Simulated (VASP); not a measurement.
Write the native input for VASP 6.6.1 that does the following.

- Task: single point
- Functional: PBE
- Potentials or basis: VASP PAW PBE potentials, release 64 (Zr_sv, Si, O)
- Cutoff: 520 eV
- k mesh: 4 × 4 × 4
- Occupations: gaussian, width 0.1 eV
- Spin: no spin polarisation
- Dipole correction: no
- Further INCAR settings: ALGO = Normal; EDIFF = 1e-07; NBANDS = 56

The structure of Zr3SiO8 lies in POSCAR:

```
Zr3SiO8
1.0
    6.1121757038      0.0000000000      0.0000000000
    0.0000000000      6.1121757038      0.0000000000
    0.0000000000      0.0000000000      8.7218841997
Zr Si O
3 1 8
Direct
    0.5000000000      0.0000000000      0.2779130541
    0.0000000000      0.5000000000      0.7220869459
    0.5000000000      0.5000000000      0.0000000000
    0.0000000000      0.0000000000      0.5000000000
    0.0000000000      0.7765882284      0.6047080052
    0.5000000000      0.2479462073      0.1382053842
    0.0000000000      0.2234117716      0.6047080052
    0.5000000000      0.7520537927      0.1382053842
    0.2234117716      0.0000000000      0.3952919948
    0.7520537927      0.5000000000      0.8617946158
    0.7765882284      0.0000000000      0.3952919948
    0.2479462073      0.5000000000      0.8617946158
```

These files were run (other wordings do the same):

INCAR

```
PREC = Accurate ; ENCUT = 520
EDIFF = 1E-7 ; ISMEAR = 0
SIGMA = 0.1 ; LREAL = False
LASPH = True ; NELM = 60
ALGO = Normal ; ISIF = 2
LWAVE = False ; LCHARG = False
GGA = PE ; NBANDS = 56
```

KPOINTS

```
Automatic mesh
0
Gamma
  4 4 4
```

Potentials or basis: VASP PAW PBE potentials, release 64 (Zr_sv, Si, O).

The run is started by

```console
$ cat potpaw_PBE.64/Zr_sv/POTCAR potpaw_PBE.64/Si/POTCAR potpaw_PBE.64/O/POTCAR > POTCAR
$ mpirun -np 1 vasp_std > vasp.out
```

It gave:

```json
{
  "Pressure": "0.3 GPa",
  "Largest force": "0.032 eV/Å",
  "Band gap on the k mesh": "4.54 eV"
}
```

Wall time 4.8 min on 1 thread of Intel(R) Xeon(R) Platinum 8488C (Sapphire Rapids), with other jobs on the host, peak memory 0.53 GiB.
